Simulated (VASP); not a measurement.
A run of VASP 6.6.1:

INCAR

```
SYSTEM = Ir
ALGO = Normal ; EDIFF = 1E-6
ENCUT = 560 ; GGA = CA
GGA_COMPAT = .False. ; ISIF = 2
ISMEAR = 0 ; LASPH = .True.
LCHARG = .False. ; LREAL = .False.
LWAVE = .False. ; NBANDS = 24
NELM = 120 ; PREC = Accurate
SIGMA = 0.1
```

Contents of KPOINTS:

```
k-points
0
Gamma
  9 9 4
  0 0 0
```

File POSCAR:

```
Ir
1.0
    2.7513778946      0.0000000000      0.0000000000
   -1.3756889473      2.3827631521      0.0000000000
    0.0000000000      0.0000000000      4.4622900000
Ir
2
Direct
    0.6666666700      0.3333333300      0.7500000000
    0.3333333300      0.6666666700      0.2500000000
```

Potentials or basis: VASP PAW LDA potentials, release 64 (Ir_sv_GW).

Command:

```sh
$ cat potpaw_LDA.64/Ir_sv_GW/POTCAR > POTCAR
$ mpirun -np 1 vasp_std > vasp.out
```

Hardware: 1 thread of AMD EPYC 7R13 Processor (Zen 3), with other jobs on the host.

Task: Estimate the wall time of this run.

Result: Wall time 22 s on 1 thread of AMD EPYC 7R13 Processor (Zen 3), on a shared host, peak memory 0.13 GiB. Counts: scf iterations 12, k points 36.
